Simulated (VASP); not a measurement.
# WAu (F-43m) in VASP: further runs

WAu is run at these levels: PBE; tasks: single point.

Program: VASP 6.6.1. These are calculated values, not measurements. Logs are shortened: lines on timing, memory, paths and dates and some standing lists are left out, and cuts for length are marked.

### Step 1. The cell of the first run

The structure is cubic, space group F-43m (No. 216). Conventional cell: a = 5.496 Å, b = 5.496 Å, c = 5.496 Å, α = 90.00°, β = 90.00°, γ = 90.00°. Within 3.1 Å of W (site symmetry -43m) lie 4 Au at 2.38 Å. Within 3.1 Å of Au (site symmetry -43m) lie 4 W at 2.38 Å.

### Step 2. Single point, PBE

INCAR reads:

```
PREC = Accurate
ENCUT = 520
EDIFF = 1E-6
ISMEAR = 0
SIGMA = 0.022
LREAL = F
LASPH = T
NELM = 80
ALGO = Normal
ISIF = 2
LWAVE = F
LCHARG = T
GGA = PE
LELF = T
LVHAR = T
NBANDS = 20
```

KPOINTS reads:

```
regular mesh
0
Gamma
  8 8 8
```

POSCAR reads:

```
WAu
1.0
    0.0000000000      2.7479792600      2.7479792600
    2.7479792600      0.0000000000      2.7479792600
    2.7479792600      2.7479792600      0.0000000000
W Au
1 1
Direct
    0.0000000000      0.0000000000      0.0000000000
    0.7500000000      0.7500000000      0.7500000000
```

Potentials or basis: VASP PAW PBE potentials, release 64 (W_sv, Au).

Run with:

```bash
$ cat potpaw_PBE.64/W_sv/POTCAR potpaw_PBE.64/Au/POTCAR > POTCAR
$ mpirun -np 1 vasp_std > vasp.out
```

OUTCAR:

```text
PREC = Accurate
   ENCUT = 520
   EDIFF = 1E-6
   ISMEAR = 0
   LREAL = F
   LASPH = T
   NELM = 80
   ISIF = 2
   GGA = PE

 ion  position               nearest neighbor table
   1  0.000  0.000  0.000-   2 2.38   2 2.38   2 2.38   2 2.38
   2  0.750  0.750  0.750-   1 2.38   1 2.38   1 2.38   1 2.38

  LATTYP: Found a face centered cubic cell.
 ALAT       =     5.4959585200

  Lattice vectors:

 A1 = (   0.0000000000,   2.7479792600,   2.7479792600)
 A2 = (   2.7479792600,   0.0000000000,   2.7479792600)
 A3 = (   2.7479792600,   2.7479792600,   0.0000000000)

Analysis of symmetry for initial positions (statically):
=====================================================================
 Subroutine PRICEL returns:
 Original cell was already a primitive cell.

 Routine SETGRP: Setting up the symmetry group for a
 face centered cubic supercell.

 Subroutine GETGRP returns: Found 24 space group operations
 (whereof 24 operations were pure point group operations)
 out of a pool of 48 trial point group operations.

The static configuration has the point symmetry T_d .

Analysis of symmetry for dynamics (positions and initial velocities):
=====================================================================
 Subroutine PRICEL returns:
 Original cell was already a primitive cell.

 Routine SETGRP: Setting up the symmetry group for a
 face centered cubic supercell.

 Subroutine GETGRP returns: Found 24 space group operations
 (whereof 24 operations were pure point group operations)
 out of a pool of 48 trial point group operations.

The dynamic configuration has the point symmetry T_d .

 Subroutine INISYM returns: Found 24 space group operations
 (whereof 24 operations are pure point group operations),
 and found     1 'primitive' translations

----------------------------------------------------------------------------------------

                                     Primitive cell

  volume of cell :      41.5021

  direct lattice vectors                    reciprocal lattice vectors
     0.000000000  2.747979260  2.747979260    -0.181951883  0.181951883  0.181951883
     2.747979260  0.000000000  2.747979260     0.181951883 -0.181951883  0.181951883
     2.747979260  2.747979260  0.000000000     0.181951883  0.181951883 -0.181951883

[... 77 lines left out ...]
   ISPIN  =      1    spin polarized calculation?
   LNONCOLLINEAR =      F non collinear calculations
   LSORBIT =      F    spin-orbit coupling
   LASPH  =      T    aspherical Exc in radial PAW
   ENCUT  =  520.0 eV  38.22 Ry    6.18 a.u.   7.23  7.23  7.23*2*pi/ulx,y,z
   NELM   =     80;   NELMIN=  2; NELMDL= -5     # of ELM steps
   EDIFF  = 0.1E-05   stopping-criterion for ELM
   LREAL  =      F    real-space projection
   EDIFFG = 0.1E-04   stopping-criterion for IOM
   NSW    =      0    number of steps for IOM
   IBRION =     -1    ionic relax: 0-MD 1-quasi-New 2-CG
   NFREE  =      0    steps in history (QN), initial steepest desc. (CG)
   ISIF   =      2    stress and relaxation
   ISYM   =      2    0-nonsym 1-usesym 2-fastsym
   POTIM  = 0.5000    time-step for ionic-motion
   TEBEG  =    0.0;   TEEND  =   0.0 temperature during run
   PSTRESS=    0.0 pullay stress
   NELECT =      25.0000    total number of electrons
   NUPDOWN=      -1.0000    fix difference up-down
   EMIN   =  10.00;   EMAX   =-10.00  energy-range for DOS
   EFERMI =   0.00;   METHOD = LEGACY
   ISMEAR =     0;   SIGMA  =   0.02  broadening in eV -4-tet -1-fermi 0-gaus
   EFERMI_NEDOS =   21; number of points for ismear=-14 and -15
   IALGO  =     38    algorithm
   IMIX   =      4    mixing-type and parameters
     AMIX     =   0.40;   BMIX     =  1.00
     AMIX_MAG =   1.60;   BMIX_MAG =  1.00
  volume/ion in A,a.u.               =      20.75       140.04
  Fermi-wavevector in a.u.,A,eV,Ry     =   1.382605  2.612744 26.008842  1.911596
  Thomas-Fermi vector in A             =   2.507280
   LORBIT       =      0    0 simple, 1 ext, 2 COOP (PROOUT), +10 PAW based schemes
   GGA     = PE    functional components
   LHFCALC =     F    Hartree Fock is set to
   AEXX    =    0.0000 exact exchange contribution
   IVDW    =     0    specifies the selected vdW correction
   LEPSILON=     F    determine dielectric tensor
   LRPA    =     F    only Hartree local field effects (RPA)
 non-spin polarized calculation
 Gauss-broadening in eV      SIGMA  =   0.02
  energy-cutoff  :      520.00
  volume of cell :       41.50
 maximum number of plane-waves:      1139
 NGX is ok and might be reduce to    30
   NGX = 15   NGY = 15   NGZ = 15

 number of electron      25.0000000 magnetization

 Free energy of the ion-electron system (eV)
  ---------------------------------------------------
  ext. energy  EPLUGINS =         0.00000000
  ---------------------------------------------------
  free energy    TOTEN  =       -11.63512842 eV

  energy without entropy =      -11.63440853  energy(sigma->0) =      -11.63476847

 E-fermi :   7.5667     XC(G=0): -11.5416

 val. band max:        7.5414374626   @ k =   0.5000   0.2500   0.0000
 cond. band min:       7.5712306230   @ k =  -0.3750   0.2500   0.1250
 fundamental gap:      0.0297931604
 Fermi energy:         7.5667488943

 k-point     1 :       0.0000    0.0000    0.0000
  band No.  band energies     occupation
      1     -66.4347      2.00000
      2     -30.7419      2.00000
      3     -30.7419      2.00000
      4     -30.7419      2.00000
      5      -0.8948      2.00000
      6       0.9332      2.00000
[... 541 lines left out ...]
     19      18.1650      0.00000
     20      22.0258      0.00000

 [... further k-points ...]

------------------------ aborting loop because EDIFF is reached ----------------------------------------

  FORCE on cell =-STRESS in cart. coord.  units (eV):
  Direction    XX          YY          ZZ          XY          YZ          ZX
  --------------------------------------------------------------------------------------
  -------------------------------------------------------------------------------------
  Total        8.5665287      8.5665287      8.5665287      0.0000000      0.0000000      0.0000000
  in kB      330.7083115    330.7083115    330.7083115      0.0000000      0.0000000      0.0000000
  external PRESSURE =     330.7083115 kB  Pullay stress =       0.0000000 kB

 VOLUME and BASIS-vectors are now :
 -----------------------------------------------------------------------------
  energy-cutoff  :      520.00
  volume of cell :       41.50
      direct lattice vectors                 reciprocal lattice vectors
     0.000000000  2.747979260  2.747979260    -0.181951883  0.181951883  0.181951883
     2.747979260  0.000000000  2.747979260     0.181951883 -0.181951883  0.181951883
     2.747979260  2.747979260  0.000000000     0.181951883  0.181951883 -0.181951883

 POSITION                                       TOTAL-FORCE (eV/Angst)
 -----------------------------------------------------------------------------------
      0.00000      0.00000      0.00000        -0.000000     -0.000000     -0.000000
      4.12197      4.12197      4.12197         0.000000      0.000000      0.000000
 -----------------------------------------------------------------------------------
    total drift:                                0.000001      0.000001      0.000001

  FREE ENERGIE OF THE ION-ELECTRON SYSTEM (eV)
  ---------------------------------------------------
  free  energy   TOTEN  =       -11.6351284185 eV

  energy  without entropy=      -11.6344085271  energy(sigma->0) =      -11.63476847
```

It took 23 s on 1 thread of Intel Xeon 6975P-C, shared host; peak memory 0.18 GiB.

Results:

```
Free energy : -11.6351 eV
Pressure    : 33.1 GPa
```

Caveat: spin-orbit coupling is left out, which moves the levels of the heavy elements.

### Step 3. Single point, PBE

INCAR reads:

```
SYSTEM = WAu
PREC = Accurate
ENCUT = 520
EDIFF = 1E-6
ISMEAR = 0
SIGMA = 0.024
LREAL = .False.
LASPH = .True.
NELM = 80
ALGO = Normal
ISIF = 2
LWAVE = .False.
LCHARG = .False.
GGA = PE
NBANDS = 20
```

KPOINTS reads:

```
Automatic mesh
0
Gamma
  8 8 8
  0 0 0
```

POSCAR is that of step 2.

Potentials or basis: VASP PAW PBE potentials, release 64 (W_sv, Au).

Run with:

```bash
$ cat potpaw_PBE.64/W_sv/POTCAR potpaw_PBE.64/Au/POTCAR > POTCAR
$ mpirun -np 1 vasp_std > vasp.out
```

OUTCAR:

```text
SYSTEM = WAu
   PREC = Accurate
   ENCUT = 520
   EDIFF = 1E-6
   ISMEAR = 0
   LREAL = .False.
   LASPH = .True.
   NELM = 80
   ISIF = 2
   GGA = PE

 ion  position               nearest neighbor table
   1  0.000  0.000  0.000-   2 2.38   2 2.38   2 2.38   2 2.38
   2  0.750  0.750  0.750-   1 2.38   1 2.38   1 2.38   1 2.38

  LATTYP: Found a face centered cubic cell.
 ALAT       =     5.4959585200

  Lattice vectors:

 A1 = (   0.0000000000,   2.7479792600,   2.7479792600)
 A2 = (   2.7479792600,   0.0000000000,   2.7479792600)
 A3 = (   2.7479792600,   2.7479792600,   0.0000000000)

Analysis of symmetry for initial positions (statically):
=====================================================================
 Subroutine PRICEL returns:
 Original cell was already a primitive cell.

 Routine SETGRP: Setting up the symmetry group for a
 face centered cubic supercell.

 Subroutine GETGRP returns: Found 24 space group operations
 (whereof 24 operations were pure point group operations)
 out of a pool of 48 trial point group operations.

The static configuration has the point symmetry T_d .

Analysis of symmetry for dynamics (positions and initial velocities):
=====================================================================
 Subroutine PRICEL returns:
 Original cell was already a primitive cell.

 Routine SETGRP: Setting up the symmetry group for a
 face centered cubic supercell.

 Subroutine GETGRP returns: Found 24 space group operations
 (whereof 24 operations were pure point group operations)
 out of a pool of 48 trial point group operations.

The dynamic configuration has the point symmetry T_d .

 Subroutine INISYM returns: Found 24 space group operations
 (whereof 24 operations are pure point group operations),
 and found     1 'primitive' translations

----------------------------------------------------------------------------------------

                                     Primitive cell

  volume of cell :      41.5021

  direct lattice vectors                    reciprocal lattice vectors
     0.000000000  2.747979260  2.747979260    -0.181951883  0.181951883  0.181951883
     2.747979260  0.000000000  2.747979260     0.181951883 -0.181951883  0.181951883
     2.747979260  2.747979260  0.000000000     0.181951883  0.181951883 -0.181951883

  length of vectors
     3.886229539  3.886229539  3.886229539     0.315149905  0.315149905  0.315149905

  position of ions in fractional coordinates (direct lattice)
     0.000000000  0.000000000  0.000000000
     0.750000000  0.750000000  0.750000000

  ion indices of the primitive-cell ions
   primitive index   ion index
                 1           1
                 2           2

----------------------------------------------------------------------------------------

 KPOINTS: Automatic mesh

Automatic generation of k-mesh.
 Grid dimensions read from file:
 generate k-points for:    8    8    8

 Generating k-lattice:

  Cartesian coordinates                     Fractional coordinates (reciprocal lattice)
    -0.022743985  0.022743985  0.022743985     0.125000000  0.000000000  0.000000000
     0.022743985 -0.022743985  0.022743985     0.000000000  0.125000000  0.000000000
     0.022743985  0.022743985 -0.022743985     0.000000000  0.000000000  0.125000000

  Length of vectors
     0.039393738  0.039393738  0.039393738

  Shift w.r.t. Gamma in fractional coordinates (k-lattice)
     0.000000000  0.000000000  0.000000000

 Subroutine IBZKPT returns following result:
 ===========================================

 Found     29 irreducible k-points:

 Following reciprocal coordinates:
            Coordinates               Weight
  0.000000  0.000000  0.000000      1.000000
  0.125000  0.000000  0.000000      8.000000
  0.250000  0.000000  0.000000      8.000000
  0.375000  0.000000  0.000000      8.000000
  0.500000  0.000000  0.000000      4.000000
  0.125000  0.125000  0.000000      6.000000
[... 16 lines left out ...]
  0.500000  0.250000  0.125000     48.000000
 -0.375000  0.250000  0.125000     24.000000
 [... further k-points ...]
   k-points           NKPTS =     29   k-points in BZ     NKDIM =     29   number of bands    NBANDS=     20
   number of dos      NEDOS =    301   number of ions     NIONS =      2
   total plane-waves  NPLWV =  27000
   dimension x,y,z NGX =    30 NGY =   30 NGZ =   30
   dimension x,y,z NGXF=    60 NGYF=   60 NGZF=   60
   ions per type =               1   1
   NGX,Y,Z   is equivalent  to a cutoff of  12.83, 12.83, 12.83 a.u.
   NGXF,Y,Z  is equivalent  to a cutoff of  25.67, 25.67, 25.67 a.u.
 SYSTEM =  WAu
   PREC   = accura    normal or accurate (medium, high low for compatibility)
   ISTART =      0    job   : 0-new  1-cont  2-samecut
   ICHARG =      2    charge: 1-file 2-atom 10-const
   ISPIN  =      1    spin polarized calculation?
   LNONCOLLINEAR =      F non collinear calculations
   LSORBIT =      F    spin-orbit coupling
   LASPH  =      T    aspherical Exc in radial PAW
   ENCUT  =  520.0 eV  38.22 Ry    6.18 a.u.   7.23  7.23  7.23*2*pi/ulx,y,z
   NELM   =     80;   NELMIN=  2; NELMDL= -5     # of ELM steps
   EDIFF  = 0.1E-05   stopping-criterion for ELM
   LREAL  =      F    real-space projection
   EDIFFG = 0.1E-04   stopping-criterion for IOM
   NSW    =      0    number of steps for IOM
   IBRION =     -1    ionic relax: 0-MD 1-quasi-New 2-CG
   NFREE  =      0    steps in history (QN), initial steepest desc. (CG)
   ISIF   =      2    stress and relaxation
   ISYM   =      2    0-nonsym 1-usesym 2-fastsym
   POTIM  = 0.5000    time-step for ionic-motion
   TEBEG  =    0.0;   TEEND  =   0.0 temperature during run
   PSTRESS=    0.0 pullay stress
   NELECT =      25.0000    total number of electrons
   NUPDOWN=      -1.0000    fix difference up-down
   EMIN   =  10.00;   EMAX   =-10.00  energy-range for DOS
   EFERMI =   0.00;   METHOD = LEGACY
   ISMEAR =     0;   SIGMA  =   0.02  broadening in eV -4-tet -1-fermi 0-gaus
   EFERMI_NEDOS =   21; number of points for ismear=-14 and -15
   IALGO  =     38    algorithm
   IMIX   =      4    mixing-type and parameters
     AMIX     =   0.40;   BMIX     =  1.00
     AMIX_MAG =   1.60;   BMIX_MAG =  1.00
  volume/ion in A,a.u.               =      20.75       140.04
  Fermi-wavevector in a.u.,A,eV,Ry     =   1.382605  2.612744 26.008842  1.911596
  Thomas-Fermi vector in A             =   2.507280
   LORBIT       =      0    0 simple, 1 ext, 2 COOP (PROOUT), +10 PAW based schemes
   GGA     = PE    functional components
   LHFCALC =     F    Hartree Fock is set to
   AEXX    =    0.0000 exact exchange contribution
   IVDW    =     0    specifies the selected vdW correction
   LEPSILON=     F    determine dielectric tensor
   LRPA    =     F    only Hartree local field effects (RPA)
 non-spin polarized calculation
 Gauss-broadening in eV      SIGMA  =   0.02
  energy-cutoff  :      520.00
  volume of cell :       41.50
 maximum number of plane-waves:      1139
 NGX is ok and might be reduce to    30
   NGX = 15   NGY = 15   NGZ = 15

 number of electron      25.0000000 magnetization

 Free energy of the ion-electron system (eV)
  ---------------------------------------------------
  ext. energy  EPLUGINS =         0.00000000
  ---------------------------------------------------
  free energy    TOTEN  =       -11.63519584 eV

  energy without entropy =      -11.63436278  energy(sigma->0) =      -11.63477931

 E-fermi :   7.5672     XC(G=0): -11.5415

 val. band max:        7.5415391334   @ k =   0.5000   0.2500   0.0000
 cond. band min:       7.5713843787   @ k =  -0.3750   0.2500   0.1250
 fundamental gap:      0.0298452453
 Fermi energy:         7.5671670250

 k-point     1 :       0.0000    0.0000    0.0000
  band No.  band energies     occupation
      1     -66.4342      2.00000
      2     -30.7415      2.00000
      3     -30.7415      2.00000
      4     -30.7415      2.00000
      5      -0.8948      2.00000
      6       0.9333      2.00000
[... 12 lines left out ...]
     19      19.3830      0.00000
     20      19.4535      0.00000
[... 507 lines left out ...]
 k-point    24 :      -0.3750    0.2500    0.1250
  band No.  band energies     occupation
      1     -66.4307      2.00000
      2     -30.7655      2.00000
      3     -30.7436      2.00000
      4     -30.7362      2.00000
      5       0.4748      2.00000
      6       0.6817      2.00000
[... 12 lines left out ...]
     19      18.1650      0.00000
     20      22.0258      0.00000

 [... further k-points ...]

------------------------ aborting loop because EDIFF is reached ----------------------------------------

  FORCE on cell =-STRESS in cart. coord.  units (eV):
  Direction    XX          YY          ZZ          XY          YZ          ZX
  --------------------------------------------------------------------------------------
  -------------------------------------------------------------------------------------
  Total        8.5664949      8.5664949      8.5664949      0.0000000      0.0000000      0.0000000
  in kB      330.7070072    330.7070072    330.7070072      0.0000000      0.0000000      0.0000000
  external PRESSURE =     330.7070072 kB  Pullay stress =       0.0000000 kB

 VOLUME and BASIS-vectors are now :
 -----------------------------------------------------------------------------
  energy-cutoff  :      520.00
  volume of cell :       41.50
      direct lattice vectors                 reciprocal lattice vectors
     0.000000000  2.747979260  2.747979260    -0.181951883  0.181951883  0.181951883
     2.747979260  0.000000000  2.747979260     0.181951883 -0.181951883  0.181951883
     2.747979260  2.747979260  0.000000000     0.181951883  0.181951883 -0.181951883

 POSITION                                       TOTAL-FORCE (eV/Angst)
 -----------------------------------------------------------------------------------
      0.00000      0.00000      0.00000        -0.000000     -0.000000      0.000000
      4.12197      4.12197      4.12197         0.000000      0.000000     -0.000000
 -----------------------------------------------------------------------------------
    total drift:                                0.000001      0.000001      0.000001

  FREE ENERGIE OF THE ION-ELECTRON SYSTEM (eV)
  ---------------------------------------------------
  free  energy   TOTEN  =       -11.6351958401 eV

  energy  without entropy=      -11.6343627818  energy(sigma->0) =      -11.63477931
```

OSZICAR:

```text
N       E                     dE             d eps       ncg     rms          rms(c)
DAV:   1     0.203397516994E+03    0.20340E+03   -0.12774E+04  1160   0.128E+03
DAV:   2    -0.660907807159E+01   -0.21001E+03   -0.20309E+03  1292   0.363E+02
DAV:   3    -0.128459381707E+02   -0.62369E+01   -0.61530E+01  1304   0.608E+01
DAV:   4    -0.129034011393E+02   -0.57463E-01   -0.57454E-01  1280   0.615E+00
DAV:   5    -0.129043999702E+02   -0.99883E-03   -0.99882E-03  1300   0.800E-01    0.198E+01
DAV:   6    -0.118452165131E+02    0.10592E+01   -0.29270E+00  1228   0.143E+01    0.101E+01
DAV:   7    -0.116852518305E+02    0.15996E+00   -0.64968E-01  1264   0.666E+00    0.329E+00
DAV:   8    -0.116403744800E+02    0.44877E-01   -0.83223E-02  1232   0.261E+00    0.120E+00
DAV:   9    -0.116352046340E+02    0.51698E-02   -0.81275E-03  1216   0.747E-01    0.109E-01
DAV:  10    -0.116351829649E+02    0.21669E-04   -0.35037E-04  1284   0.167E-01    0.525E-02
DAV:  11    -0.116351961958E+02   -0.13231E-04   -0.20988E-05  1292   0.380E-02    0.750E-03
DAV:  12    -0.116351958401E+02    0.35573E-06   -0.41500E-07   764   0.592E-03
   1 F= -.11635196E+02 E0= -.11634779E+02  d E =-.833058E-03
```

stdout:

```text
POSCAR found type information on POSCAR W Au
 POSCAR found :  2 types and       2 ions
 scaLAPACK will be used
 LDA part: xc-table for (Slater+PW92), standard interpolation
 POSCAR, INCAR and KPOINTS ok, starting setup
 FFT: planning ... GRIDC
 FFT: planning ... GRID_SOFT
 FFT: planning ... GRID
 WAVECAR not read
 entering main loop
```

Wall time 23 s (1 thread of Intel Xeon 6975P-C, shared host); peak memory 0.18 GiB.

Results:

```yaml
Free_energy: -11.6352 eV
Pressure: 33.1 GPa
```

Caveat: spin-orbit coupling is left out, which moves the levels of the heavy elements.
